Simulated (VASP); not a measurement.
# WC (Cmmm) in VASP: relaxation of cell and atoms with PBE

Aim: the relaxation of cell and atoms of WC with PBE.

All numbers are computed with VASP 6.6.1; they aren't measurements. Logs are shortened: lines on timing, memory, paths and dates and some standing lists are left out, and cuts for length are marked.

### Step 1. The cell of the first run

The structure is orthorhombic, space group Cmmm (No. 65). The conventional cell has a = 3.281 Å, b = 4.236 Å, c = 4.309 Å, α = 90.00°, β = 90.00°, γ = 90.00°. W (site symmetry mmm) has 6 W at 2.68 to 3.28 Å and 8 C at 2.71 to 3.02 Å within 3.5 Å. Within 3.5 Å of C (site symmetry mmm) lie 6 C at 2.68 to 3.28 Å and 8 W at 2.71 to 3.02 Å.

### Step 2. Relaxation of cell and atoms, PBE

Contents of INCAR:

```
SYSTEM = WC
  PREC = Accurate
  ENCUT = 600
  EDIFF = 1E-7
  ISMEAR = -1
  SIGMA = 0.05
  LREAL = .FALSE.
  LASPH = .TRUE.
  NELM = 80
  ALGO = Normal
  ISIF = 3
  LWAVE = .FALSE.
  LCHARG = .FALSE.
  GGA = PE
  IBRION = 2
  NSW = 60
  EDIFFG = -0.01
```

Contents of KPOINTS:

```
regular mesh
0
G
  10 10 6
  0 0 0
```

Contents of POSCAR:

```
WC
1.0
    1.6403461100     -2.1180379000      0.0000000000
    1.6403461100      2.1180379000      0.0000000000
    0.0000000000      0.0000000000      4.3094211000
W C
1 1
Direct
    0.5000000000      0.5000000000      0.5000000000
    0.0000000000      0.0000000000      0.0000000000
```

Potentials or basis: VASP PAW PBE potentials, release 64 (W_sv, C).

Launch:

```sh
cat potpaw_PBE.64/W_sv/POTCAR potpaw_PBE.64/C/POTCAR > POTCAR
mpirun -np 1 vasp_std > vasp.out
```

OUTCAR:

```text
SYSTEM = WC
   PREC = Accurate
   ENCUT = 600
   EDIFF = 1E-7
   ISMEAR = -1
   LREAL = .FALSE.
   LASPH = .TRUE.
   NELM = 80
   ISIF = 3
   GGA = PE
   IBRION = 2
   NSW = 60
   EDIFFG = -0.01

 ion  position               nearest neighbor table
   1  0.500  0.500  0.500-   2 2.71   2 2.71   2 2.71   2 2.71
   2  0.000  0.000  0.000-   1 2.71   1 2.71   1 2.71   1 2.71

  LATTYP: Found a base centered orthorhombic cell.
 ALAT       =     3.2806922200
 B/A-ratio  =     1.2912140231
 C/A-ratio  =     1.3135706769

  Lattice vectors:

 A1 = (   1.6403461100,  -2.1180379000,   0.0000000000)
 A2 = (   1.6403461100,   2.1180379000,   0.0000000000)
 A3 = (   0.0000000000,   0.0000000000,   4.3094211000)

Analysis of symmetry for initial positions (statically):
=====================================================================
 Subroutine PRICEL returns:
 Original cell was already a primitive cell.

 Routine SETGRP: Setting up the symmetry group for a
 base centered orthorhombic supercell.

 Subroutine GETGRP returns: Found  8 space group operations
 (whereof  8 operations were pure point group operations)
 out of a pool of  8 trial point group operations.

The static configuration has the point symmetry D_2h.

Analysis of symmetry for dynamics (positions and initial velocities):
=====================================================================
 Subroutine PRICEL returns:
 Original cell was already a primitive cell.

 Routine SETGRP: Setting up the symmetry group for a
 base centered orthorhombic supercell.

 Subroutine GETGRP returns: Found  8 space group operations
 (whereof  8 operations were pure point group operations)
 out of a pool of  8 trial point group operations.

The dynamic configuration has the point symmetry D_2h.

 Subroutine INISYM returns: Found  8 space group operations
 (whereof  8 operations are pure point group operations),
 and found     1 'primitive' translations

----------------------------------------------------------------------------------------

                                     Primitive cell

  volume of cell :      29.9446

  direct lattice vectors                    reciprocal lattice vectors
     1.640346110 -2.118037900  0.000000000     0.304813720 -0.236067542  0.000000000
     1.640346110  2.118037900  0.000000000     0.304813720  0.236067542  0.000000000
     0.000000000  0.000000000  4.309421100     0.000000000  0.000000000  0.232049729

  length of vectors
     2.678958735  2.678958735  4.309421100     0.385537661  0.385537661  0.232049729

  position of ions in fractional coordinates (direct lattice)
     0.500000000  0.500000000  0.500000000
     0.000000000  0.000000000  0.000000000

  ion indices of the primitive-cell ions
   primitive index   ion index
                 1           1
                 2           2

----------------------------------------------------------------------------------------

 KPOINTS: regular mesh

Automatic generation of k-mesh.
 Grid dimensions read from file:
 generate k-points for:   10   10    6

 Generating k-lattice:

  Cartesian coordinates                     Fractional coordinates (reciprocal lattice)
     0.030481372 -0.023606754  0.000000000     0.100000000  0.000000000  0.000000000
     0.030481372  0.023606754  0.000000000     0.000000000  0.100000000  0.000000000
     0.000000000  0.000000000  0.038674955     0.000000000  0.000000000  0.166666667

  Length of vectors
     0.038553766  0.038553766  0.038674955

  Shift w.r.t. Gamma in fractional coordinates (k-lattice)
     0.000000000  0.000000000  0.000000000

 Subroutine IBZKPT returns following result:
 ===========================================

 Found    124 irreducible k-points:

 Following reciprocal coordinates:
            Coordinates               Weight
  0.000000  0.000000  0.000000      1.000000
  0.100000  0.000000  0.000000      4.000000
  0.200000  0.000000  0.000000      4.000000
  0.300000  0.000000  0.000000      4.000000
  0.400000  0.000000  0.000000      4.000000
  0.500000  0.000000  0.000000      2.000000
[... 16 lines left out ...]
  0.300000  0.300000  0.000000      2.000000
  0.400000  0.300000  0.000000      4.000000
 [... further k-points ...]
   k-points           NKPTS =    124   k-points in BZ     NKDIM =    124   number of bands    NBANDS=     13
   number of dos      NEDOS =    301   number of ions     NIONS =      2
   total plane-waves  NPLWV =  20736
   dimension x,y,z NGX =    24 NGY =   24 NGZ =   36
   dimension x,y,z NGXF=    48 NGYF=   48 NGZF=   72
   ions per type =               1   1
   NGX,Y,Z   is equivalent  to a cutoff of  14.89, 14.89, 13.89 a.u.
   NGXF,Y,Z  is equivalent  to a cutoff of  29.79, 29.79, 27.78 a.u.
 SYSTEM =  WC
   PREC   = accura    normal or accurate (medium, high low for compatibility)
   ISTART =      0    job   : 0-new  1-cont  2-samecut
   ICHARG =      2    charge: 1-file 2-atom 10-const
   ISPIN  =      1    spin polarized calculation?
   LNONCOLLINEAR =      F non collinear calculations
   LSORBIT =      F    spin-orbit coupling
   LASPH  =      T    aspherical Exc in radial PAW
   ENCUT  =  600.0 eV  44.10 Ry    6.64 a.u.   5.35  5.35  8.61*2*pi/ulx,y,z
   NELM   =     80;   NELMIN=  2; NELMDL= -5     # of ELM steps
   EDIFF  = 0.1E-06   stopping-criterion for ELM
   LREAL  =      F    real-space projection
   EDIFFG = -.1E-01   stopping-criterion for IOM
   NSW    =     60    number of steps for IOM
   IBRION =      2    ionic relax: 0-MD 1-quasi-New 2-CG
   NFREE  =      1    steps in history (QN), initial steepest desc. (CG)
   ISIF   =      3    stress and relaxation
   ISYM   =      2    0-nonsym 1-usesym 2-fastsym
   POTIM  = 0.5000    time-step for ionic-motion
   TEBEG  =    0.0;   TEEND  =   0.0 temperature during run
   PSTRESS=    0.0 pullay stress
   NELECT =      18.0000    total number of electrons
   NUPDOWN=      -1.0000    fix difference up-down
   EMIN   =  10.00;   EMAX   =-10.00  energy-range for DOS
   EFERMI =   0.00;   METHOD = LEGACY
   ISMEAR =    -1;   SIGMA  =   0.05  broadening in eV -4-tet -1-fermi 0-gaus
   EFERMI_NEDOS =   21; number of points for ismear=-14 and -15
   IALGO  =     38    algorithm
   IMIX   =      4    mixing-type and parameters
     AMIX     =   0.40;   BMIX     =  1.00
     AMIX_MAG =   1.60;   BMIX_MAG =  1.00
  volume/ion in A,a.u.               =      14.97       101.04
  Fermi-wavevector in a.u.,A,eV,Ry     =   1.381634  2.610909 25.972324  1.908912
  Thomas-Fermi vector in A             =   2.506400
   LORBIT       =      0    0 simple, 1 ext, 2 COOP (PROOUT), +10 PAW based schemes
   GGA     = PE    functional components
   LHFCALC =     F    Hartree Fock is set to
   AEXX    =    0.0000 exact exchange contribution
   IVDW    =     0    specifies the selected vdW correction
   LEPSILON=     F    determine dielectric tensor
   LRPA    =     F    only Hartree local field effects (RPA)
 conjugate gradient relaxation of ions
 non-spin polarized calculation
  energy-cutoff  :      600.00
  volume of cell :       29.94
 maximum number of plane-waves:      1015
 NGX is ok and might be reduce to    24
   NGX = 11   NGY = 11   NGZ = 17

--------------------------------------- Ionic step        1  -------------------------------------------

 number of electron      17.9999998 magnetization

 Free energy of the ion-electron system (eV)
  ---------------------------------------------------
  ext. energy  EPLUGINS =         0.00000000
  ---------------------------------------------------
  free energy    TOTEN  =       -16.70746447 eV

  energy without entropy =      -16.69279925  energy(sigma->0) =      -16.70013186

------------------------ aborting loop because EDIFF is reached ----------------------------------------

  FORCE on cell =-STRESS in cart. coord.  units (eV):
  Direction    XX          YY          ZZ          XY          YZ          ZX
  --------------------------------------------------------------------------------------
  -------------------------------------------------------------------------------------
  Total       -6.5475857     -0.4421723    -10.9550794      0.0000000      0.0000000      0.0000000
  in kB     -350.3270092    -23.6583244   -586.1489084      0.0000000      0.0000000      0.0000000
  external PRESSURE =    -320.0447473 kB  Pullay stress =       0.0000000 kB
[... 89 lines left out ...]
  FREE ENERGIE OF THE ION-ELECTRON SYSTEM (eV)
  ---------------------------------------------------
  free  energy   TOTEN  =       -19.2359312893 eV

  energy  without entropy=      -19.2238061494  energy(sigma->0) =      -19.22986872

 E-fermi :  10.0256     XC(G=0): -13.0380

 val. band max:       10.0183744740   @ k =   0.3000   0.2000   0.0000
 cond. band min:      10.0259369374   @ k =   0.2000   0.1000   0.5000
 fundamental gap:      0.0075624634
 Fermi energy:        10.0256233098

 k-point     1 :       0.0000    0.0000    0.0000
  band No.  band energies     occupation
      1     -64.5368      2.00000
      2     -28.6888      2.00000
      3     -28.5807      2.00000
      4     -28.4037      2.00000
      5      -4.3996      2.00000
      6       5.4350      2.00000
      7       7.5542      2.00000
      8       8.9971      2.00000
      9       9.0052      2.00000
     10      10.0568      0.69812
     11      10.3365      0.00398
     12      11.3817      0.00000
     13      12.4487      0.00000
[... 353 lines left out ...]
 k-point    24 :       0.4000    0.3000    0.0000
  band No.  band energies     occupation
      1     -64.4977      2.00000
      2     -28.9924      2.00000
      3     -28.7532      2.00000
      4     -28.6016      2.00000
      5      -1.0214      2.00000
      6       3.6127      2.00000
      7       4.3851      2.00000
      8       5.3736      2.00000
      9      10.2623      0.01745
     10      10.3755      0.00183
     11      12.5819      0.00000
     12      13.5880      0.00000
     13      17.7864      0.00000

 [... further k-points ...]

[... ionic steps 4 to 17 ...]

--------------------------------------- Ionic step       18  -------------------------------------------

 number of electron      18.0000001 magnetization

------------------------ aborting loop because EDIFF is reached ----------------------------------------

  FORCE on cell =-STRESS in cart. coord.  units (eV):
  Direction    XX          YY          ZZ          XY          YZ          ZX
  --------------------------------------------------------------------------------------
  -------------------------------------------------------------------------------------
  Total        0.0089022     -0.0391510     -0.0031044      0.0000000      0.0000000      0.0000000
  in kB        0.6040635     -2.6566140     -0.2106515      0.0000000      0.0000000      0.0000000
  external PRESSURE =      -0.7544007 kB  Pullay stress =       0.0000000 kB
[... 57 lines left out ...]
  energy  without entropy=      -20.6496726562  energy(sigma->0) =      -20.65534380

--------------------------------------- Ionic step       20  -------------------------------------------

 number of electron      18.0000001 magnetization

 Free energy of the ion-electron system (eV)
  ---------------------------------------------------
  ext. energy  EPLUGINS =         0.00000000
  ---------------------------------------------------
  free energy    TOTEN  =       -20.66102658 eV

  energy without entropy =      -20.64967775  energy(sigma->0) =      -20.65535217

 E-fermi :   9.9877     XC(G=0): -13.0272

 val. band max:        9.9792296991   @ k =   0.3000   0.2000   0.0000
 cond. band min:      10.0006275929   @ k =   0.2000   0.1000   0.3333
 fundamental gap:      0.0213978938
 Fermi energy:         9.9877009653

 k-point     1 :       0.0000    0.0000    0.0000
  band No.  band energies     occupation
      1     -64.5644      2.00000
      2     -28.7284      2.00000
      3     -28.5952      2.00000
      4     -28.4294      2.00000
      5      -4.4142      2.00000
      6       5.3809      2.00000
      7       7.4969      2.00000
      8       8.9009      2.00000
      9       9.0806      2.00000
     10      10.0998      0.19225
     11      10.3371      0.00185
     12      11.3587      0.00000
     13      12.3808      0.00000
[... 353 lines left out ...]
 k-point    24 :       0.4000    0.3000    0.0000
  band No.  band energies     occupation
      1     -64.5240      2.00000
      2     -29.0244      2.00000
      3     -28.7789      2.00000
      4     -28.6381      2.00000
      5      -1.0246      2.00000
      6       3.6324      2.00000
      7       4.3766      2.00000
      8       5.2530      2.00000
      9      10.1755      0.04571
     10      10.3840      0.00072
     11      12.5748      0.00000
     12      13.5706      0.00000
     13      17.8176      0.00000

 [... further k-points ...]
[... 5 lines left out ...]
  --------------------------------------------------------------------------------------
  -------------------------------------------------------------------------------------
  Total        0.0151947     -0.0079175     -0.0137627      0.0000000      0.0000000      0.0000000
  in kB        1.0324959     -0.5379996     -0.9351917      0.0000000      0.0000000      0.0000000
  external PRESSURE =      -0.1468985 kB  Pullay stress =       0.0000000 kB
[... 17 lines left out ...]
  FREE ENERGIE OF THE ION-ELECTRON SYSTEM (eV)
  ---------------------------------------------------
  free  energy   TOTEN  =       -20.6610265822 eV

  energy  without entropy=      -20.6496777503  energy(sigma->0) =      -20.65535217

 reached required accuracy - stopping structural energy minimisation
```

Wall time 6.6 min (1 thread of Intel Xeon Platinum 8488C (Sapphire Rapids), shared host); peak memory 0.22 GiB.

Results:

```yaml
Free_energy: -20.6610 eV
Relaxed_volume: 11.79 Å³/atom
Relaxed_cell: a = 3.031 Å, b = 3.031 Å, c = 3.019 Å, α = 90.00°, β = 90.00°, γ = 121.79°
Space_group_after_relaxing_to_0.05_Å: Cmmm (No. 65)
Energy_gained_by_relaxing: 1976.8 meV/atom
Ionic_steps: 20
Pressure_after_relaxing: 0.0 GPa
Band_gap_on_the_k_mesh: zero (band 9 reaches 12.24 eV, above the bottom of band 10 at 9.25 eV)
```

The path:
```tsv
step	energy change (eV)	largest force (eV/Å)	pressure (GPa)	volume (Å³)
1	0.0000	0.0000	-32.00	29.94
2	-2.2204	0.0000	89.84	18.35
3	-2.5285	0.0000	32.09	20.42
4	-2.8951	0.0000	95.08	18.77
5	-3.2282	0.0000	58.79	19.48
6	-3.8351	0.0000	-14.25	23.85
7	-3.8760	0.0000	-3.12	22.80
8	-3.8760	0.0000	-3.95	22.87
9	-3.9213	0.0000	0.15	22.91
10	-3.9292	0.0000	8.03	22.93
11	-3.9360	0.0000	4.91	22.93
12	-3.9515	0.0000	0.02	23.54
13	-3.9521	0.0000	-0.96	23.68
14	-3.9533	0.0000	0.47	23.59
15	-3.9533	0.0000	0.54	23.59
16	-3.9535	0.0000	-0.36	23.64
17	-3.9535	0.0000	-0.11	23.62
18	-3.9535	0.0000	-0.08	23.61
19	-3.9536	0.0000	0.12	23.58
20	-3.9536	0.0000	-0.01	23.58
```

Final structure:
```
W C
1.0
     1.47443   -2.64872    0.00000
     1.47443    2.64872    0.00000
     0.00000    0.00000    3.01872
W C
1 1
Direct
  0.50000 0.50000 0.50000
  0.00000 0.00000 0.00000
```

Caveat: the volume moved by over 15 % at a fixed basis, so the end points are rough; spin-orbit coupling is left out, which moves the levels of the heavy elements.
